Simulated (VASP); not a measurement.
# ZnSe: single point with PBE

The system is ZnSe.

```xyz
2
Lattice="0.0000 2.5248 3.5700 2.5248 0.0000 3.5700 2.5248 2.5248 0.0000" Properties=species:S:1:pos:R:3 pbc="T T T"
Zn    0.0000    0.0000    0.0000
Se    3.7871    3.7871    5.3550
```

This cell differs from its parent crystal: ratio of the length along z to the lengths across it x 1.414, volume and fractional coordinates fixed.

```json
{
 "Program": "VASP 6.6.1",
 "Task": "single point",
 "Functional": "PBE",
 "Potentials or basis": "VASP PAW PBE potentials, release 64 (Zn, Se)",
 "Cutoff": "520 eV",
 "k mesh": "10 × 10 × 10",
 "Occupations": "gaussian, width 0.05 eV",
 "Spin": "no spin polarisation"
}
```

```
Pressure               : 0.9 GPa
Band gap on the k mesh : zero (bands 9 and 10 overlap by 0.05 eV)
```

Stress tensor (GPa, compression positive):
```
  7.57   0.00   0.00
  0.00   7.57   0.00
  0.00   0.00 -12.48
```

Levels at points of the mesh, in eV from the Fermi level:
```tsv
k point	band 6	band 7	band 8	band 9	band 10	band 11	band 12	band 13
(0.00, 0.00, 0.00)	-7.03	-2.27	-0.43	-0.10	-0.10	5.69	5.69	5.84
(0.50, 0.00, 0.00)	-6.94	-5.65	-2.65	-0.24	0.54	6.10	7.35	7.36
(0.50, 0.50, 0.00)	-7.02	-6.62	-1.34	-1.34	3.73	4.72	7.47	10.20
(0.50, 0.00, 0.50)	-6.81	-4.58	-3.40	-2.86	1.84	1.85	7.21	8.21
```

It took 110 s on 1 thread of Intel Xeon 8259CL, with other jobs on the host, peak memory 0.23 GiB.

Caveat: the stress differs along the axes, from -12 to 8 GPa; semilocal functionals underestimate gaps, and a narrow one can read as zero.
